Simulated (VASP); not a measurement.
# TePb (Fm-3m) in VASP: single point with PBE

Aim: the single point of TePb with PBE.

Everything below comes from runs of VASP 6.6.1. Logs are shortened: lines on timing, memory, paths and dates and some standing lists are left out, and cuts for length are marked.

### 1 The cell of the first run

It takes space group Fm-3m (No. 225, cubic). Conventional cell: a = 6.570 Å, b = 6.570 Å, c = 6.570 Å, α = 90.00°, β = 90.00°, γ = 90.00°. Within 4.3 Å of Pb (site symmetry m-3m) lie 6 Te at 3.28 Å. Within 4.3 Å of Te (site symmetry m-3m) lie 6 Pb at 3.28 Å.

### 2 Single point, PBE

Contents of INCAR:

```
PREC = Accurate ; ENCUT = 500
EDIFF = 1E-6 ; ISMEAR = 0
SIGMA = 0.02 ; LREAL = False
LASPH = True ; NELM = 120
ALGO = Normal ; ISIF = 2
LWAVE = False ; LCHARG = True
GGA = PE ; LELF = True
LVHAR = True ; NBANDS = 17
GGA_COMPAT = False
```

Contents of KPOINTS:

```
regular mesh
0
Gamma
  8 8 8
```

Contents of POSCAR:

```
TePb
1.0
    0.0000000000      3.2849854540      3.2849854540
    3.2849854540      0.0000000000      3.2849854540
    3.2849854540      3.2849854540      0.0000000000
Pb Te
1 1
Direct
    0.0000000000      0.0000000000      0.0000000000
    0.5000000000      0.5000000000      0.5000000000
```

Potentials or basis: VASP PAW PBE potentials, release 64 (Pb_d, Te).

On the command line:

```sh
cat potpaw_PBE.64/Pb_d/POTCAR potpaw_PBE.64/Te/POTCAR > POTCAR
mpirun -np 1 vasp_std > vasp.out
```

OUTCAR:

```text
PREC = Accurate
   ENCUT = 500
   EDIFF = 1E-6
   ISMEAR = 0
   LREAL = False
   LASPH = True
   NELM = 120
   ISIF = 2
   GGA = PE

 ion  position               nearest neighbor table
   1  0.000  0.000  0.000-   2 3.28   2 3.28   2 3.28   2 3.28   2 3.28   2 3.28
   2  0.500  0.500  0.500-   1 3.28   1 3.28   1 3.28   1 3.28   1 3.28   1 3.28

  LATTYP: Found a face centered cubic cell.
 ALAT       =     6.5699709080

  Lattice vectors:

 A1 = (   0.0000000000,   3.2849854540,   3.2849854540)
 A2 = (   3.2849854540,   0.0000000000,   3.2849854540)
 A3 = (   3.2849854540,   3.2849854540,   0.0000000000)

Analysis of symmetry for initial positions (statically):
=====================================================================
 Subroutine PRICEL returns:
 Original cell was already a primitive cell.

 Routine SETGRP: Setting up the symmetry group for a
 face centered cubic supercell.

 Subroutine GETGRP returns: Found 48 space group operations
 (whereof 48 operations were pure point group operations)
 out of a pool of 48 trial point group operations.

The static configuration has the point symmetry O_h .

Analysis of symmetry for dynamics (positions and initial velocities):
=====================================================================
 Subroutine PRICEL returns:
 Original cell was already a primitive cell.

 Routine SETGRP: Setting up the symmetry group for a
 face centered cubic supercell.

 Subroutine GETGRP returns: Found 48 space group operations
 (whereof 48 operations were pure point group operations)
 out of a pool of 48 trial point group operations.

The dynamic configuration has the point symmetry O_h .

 Subroutine INISYM returns: Found 48 space group operations
 (whereof 48 operations are pure point group operations),
 and found     1 'primitive' translations

----------------------------------------------------------------------------------------

                                     Primitive cell

  volume of cell :      70.8974

  direct lattice vectors                    reciprocal lattice vectors
     0.000000000  3.284985454  3.284985454    -0.152207675  0.152207675  0.152207675
     3.284985454  0.000000000  3.284985454     0.152207675 -0.152207675  0.152207675
     3.284985454  3.284985454  0.000000000     0.152207675  0.152207675 -0.152207675

  length of vectors
     4.645670981  4.645670981  4.645670981     0.263631427  0.263631427  0.263631427

  position of ions in fractional coordinates (direct lattice)
     0.000000000  0.000000000  0.000000000
     0.500000000  0.500000000  0.500000000

  ion indices of the primitive-cell ions
   primitive index   ion index
                 1           1
                 2           2

----------------------------------------------------------------------------------------

 KPOINTS: regular mesh

Automatic generation of k-mesh.
 Grid dimensions read from file:
 generate k-points for:    8    8    8

 Generating k-lattice:

  Cartesian coordinates                     Fractional coordinates (reciprocal lattice)
    -0.019025959  0.019025959  0.019025959     0.125000000  0.000000000  0.000000000
     0.019025959 -0.019025959  0.019025959     0.000000000  0.125000000  0.000000000
     0.019025959  0.019025959 -0.019025959     0.000000000  0.000000000  0.125000000

  Length of vectors
     0.032953928  0.032953928  0.032953928

  Shift w.r.t. Gamma in fractional coordinates (k-lattice)
     0.000000000  0.000000000  0.000000000

 Subroutine IBZKPT returns following result:
 ===========================================

 Found     29 irreducible k-points:

 Following reciprocal coordinates:
            Coordinates               Weight
  0.000000  0.000000  0.000000      1.000000
  0.125000  0.000000  0.000000      8.000000
  0.250000  0.000000  0.000000      8.000000
  0.375000  0.000000  0.000000      8.000000
  0.500000  0.000000  0.000000      4.000000
  0.125000  0.125000  0.000000      6.000000
[... 16 lines left out ...]
  0.500000  0.250000  0.125000     48.000000
 -0.375000  0.250000  0.125000     24.000000
 [... further k-points ...]
   k-points           NKPTS =     29   k-points in BZ     NKDIM =     29   number of bands    NBANDS=     17
   number of dos      NEDOS =    301   number of ions     NIONS =      2
   total plane-waves  NPLWV =  46656
   dimension x,y,z NGX =    36 NGY =   36 NGZ =   36
   dimension x,y,z NGXF=    72 NGYF=   72 NGZF=   72
   ions per type =               1   1
   NGX,Y,Z   is equivalent  to a cutoff of  12.88, 12.88, 12.88 a.u.
   NGXF,Y,Z  is equivalent  to a cutoff of  25.77, 25.77, 25.77 a.u.
 SYSTEM =  unknown system
   PREC   = accura    normal or accurate (medium, high low for compatibility)
   ISTART =      0    job   : 0-new  1-cont  2-samecut
   ICHARG =      2    charge: 1-file 2-atom 10-const
   ISPIN  =      1    spin polarized calculation?
   LNONCOLLINEAR =      F non collinear calculations
   LSORBIT =      F    spin-orbit coupling
   LASPH  =      T    aspherical Exc in radial PAW
   ENCUT  =  500.0 eV  36.75 Ry    6.06 a.u.   8.47  8.47  8.47*2*pi/ulx,y,z
   NELM   =    120;   NELMIN=  2; NELMDL= -5     # of ELM steps
   EDIFF  = 0.1E-05   stopping-criterion for ELM
   LREAL  =      F    real-space projection
   EDIFFG = 0.1E-04   stopping-criterion for IOM
   NSW    =      0    number of steps for IOM
   IBRION =     -1    ionic relax: 0-MD 1-quasi-New 2-CG
   NFREE  =      0    steps in history (QN), initial steepest desc. (CG)
   ISIF   =      2    stress and relaxation
   ISYM   =      2    0-nonsym 1-usesym 2-fastsym
   POTIM  = 0.5000    time-step for ionic-motion
   TEBEG  =    0.0;   TEEND  =   0.0 temperature during run
   PSTRESS=    0.0 pullay stress
   NELECT =      20.0000    total number of electrons
   NUPDOWN=      -1.0000    fix difference up-down
   EMIN   =  10.00;   EMAX   =-10.00  energy-range for DOS
   EFERMI =   0.00;   METHOD = LEGACY
   ISMEAR =     0;   SIGMA  =   0.02  broadening in eV -4-tet -1-fermi 0-gaus
   EFERMI_NEDOS =   21; number of points for ismear=-14 and -15
   IALGO  =     38    algorithm
   IMIX   =      4    mixing-type and parameters
     AMIX     =   0.40;   BMIX     =  1.00
     AMIX_MAG =   1.60;   BMIX_MAG =  1.00
  volume/ion in A,a.u.               =      35.45       239.22
  Fermi-wavevector in a.u.,A,eV,Ry     =   1.073680  2.028960 15.684632  1.152788
  Thomas-Fermi vector in A             =   2.209486
   LORBIT       =      0    0 simple, 1 ext, 2 COOP (PROOUT), +10 PAW based schemes
   GGA     = PE    functional components
   LHFCALC =     F    Hartree Fock is set to
   AEXX    =    0.0000 exact exchange contribution
   IVDW    =     0    specifies the selected vdW correction
   LEPSILON=     F    determine dielectric tensor
   LRPA    =     F    only Hartree local field effects (RPA)
 non-spin polarized calculation
 Gauss-broadening in eV      SIGMA  =   0.02
  energy-cutoff  :      500.00
  volume of cell :       70.90
 maximum number of plane-waves:      1826
 NGX is ok and might be reduce to    36
   NGX = 17   NGY = 17   NGZ = 17

 number of electron      19.9999999 magnetization

 Free energy of the ion-electron system (eV)
  ---------------------------------------------------
  ext. energy  EPLUGINS =         0.00000000
  ---------------------------------------------------
  free energy    TOTEN  =        -7.52302209 eV

  energy without entropy =       -7.52302209  energy(sigma->0) =       -7.52302209

 E-fermi :   5.0847     XC(G=0):  -9.0782

 val. band max:        4.9908778549   @ k =   0.5000   0.0000   0.0000
 cond. band min:       5.8239194505   @ k =   0.5000   0.0000   0.0000
 fundamental gap:      0.8330415956
 Fermi energy:         5.0847122225

 k-point     1 :       0.0000    0.0000    0.0000
  band No.  band energies     occupation
      1     -11.6505      2.00000
      2     -11.6505      2.00000
      3     -11.6449      2.00000
      4     -11.6449      2.00000
      5     -11.6449      2.00000
      6      -6.6207      2.00000
[... 9 lines left out ...]
     16      10.9065      0.00000
     17      12.4005      0.00000

 k-point     2 :       0.1250    0.0000    0.0000
  band No.  band energies     occupation
      1     -11.6519      2.00000
      2     -11.6519      2.00000
      3     -11.6445      2.00000
      4     -11.6431      2.00000
      5     -11.6431      2.00000
      6      -6.4961      2.00000
[... 9 lines left out ...]
     16      11.1874      0.00000
     17      13.3255      0.00000

 k-point     3 :       0.2500    0.0000    0.0000
  band No.  band energies     occupation
      1     -11.6561      2.00000
      2     -11.6561      2.00000
      3     -11.6437      2.00000
      4     -11.6380      2.00000
      5     -11.6380      2.00000
      6      -6.1394      2.00000
[... 9 lines left out ...]
     16      11.9582      0.00000
     17      15.0730      0.00000

 k-point     4 :       0.3750    0.0000    0.0000
  band No.  band energies     occupation
      1     -11.6604      2.00000
      2     -11.6604      2.00000
      3     -11.6429      2.00000
      4     -11.6328      2.00000
      5     -11.6328      2.00000
      6      -5.6332      2.00000
[... 9 lines left out ...]
     16      13.1411      0.00000
     17      15.4970      0.00000
[... 343 lines left out ...]
      1     -11.6671      2.00000
      2     -11.6513      2.00000
      3     -11.6457      2.00000
      4     -11.6350      2.00000
      5     -11.6337      2.00000
      6      -5.8497      2.00000
[... 9 lines left out ...]
     16      13.5752      0.00000
     17      13.9727      0.00000

 k-point    23 :       0.5000    0.2500    0.1250
  band No.  band energies     occupation
      1     -11.6712      2.00000
      2     -11.6546      2.00000
      3     -11.6426      2.00000
      4     -11.6336      2.00000
      5     -11.6304      2.00000
      6      -5.4068      2.00000
[... 9 lines left out ...]
     16      13.8962      0.00000
     17      14.9252      0.00000

 k-point    24 :      -0.3750    0.2500    0.1250
  band No.  band energies     occupation
      1     -11.6725      2.00000
      2     -11.6564      2.00000
      3     -11.6396      2.00000
      4     -11.6351      2.00000
      5     -11.6287      2.00000
      6      -5.1498      2.00000
[... 9 lines left out ...]
     16      14.7751      0.00000
     17      15.0527      0.00000

 [... further k-points ...]

------------------------ aborting loop because EDIFF is reached ----------------------------------------

  FORCE on cell =-STRESS in cart. coord.  units (eV):
  Direction    XX          YY          ZZ          XY          YZ          ZX
  --------------------------------------------------------------------------------------
  -------------------------------------------------------------------------------------
  Total       -0.0271598     -0.0271598     -0.0271598      0.0000000      0.0000000      0.0000000
  in kB       -0.6137723     -0.6137723     -0.6137723      0.0000000      0.0000000      0.0000000
  external PRESSURE =      -0.6137723 kB  Pullay stress =       0.0000000 kB

 VOLUME and BASIS-vectors are now :
 -----------------------------------------------------------------------------
  energy-cutoff  :      500.00
  volume of cell :       70.90
      direct lattice vectors                 reciprocal lattice vectors
     0.000000000  3.284985454  3.284985454    -0.152207675  0.152207675  0.152207675
     3.284985454  0.000000000  3.284985454     0.152207675 -0.152207675  0.152207675
     3.284985454  3.284985454  0.000000000     0.152207675  0.152207675 -0.152207675

 POSITION                                       TOTAL-FORCE (eV/Angst)
 -----------------------------------------------------------------------------------
      0.00000      0.00000      0.00000         0.000000     -0.000000      0.000000
      3.28499      3.28499      3.28499        -0.000000      0.000000      0.000000
 -----------------------------------------------------------------------------------
    total drift:                               -0.000000      0.000000      0.000000

  FREE ENERGIE OF THE ION-ELECTRON SYSTEM (eV)
  ---------------------------------------------------
  free  energy   TOTEN  =        -7.5230220854 eV

  energy  without entropy=       -7.5230220854  energy(sigma->0) =       -7.52302209
```

Run time: 15 s. Hardware: 1 thread of Intel Xeon 6975P-C (Granite Rapids), shared host; peak memory 0.21 GiB.

Results:

```
Free energy            : -7.5230 eV
Pressure               : -0.1 GPa
Band gap on the k mesh : 0.83 eV
```

Caveat: spin-orbit coupling is left out, which moves the levels of the heavy elements. A k mesh can miss the band edges.
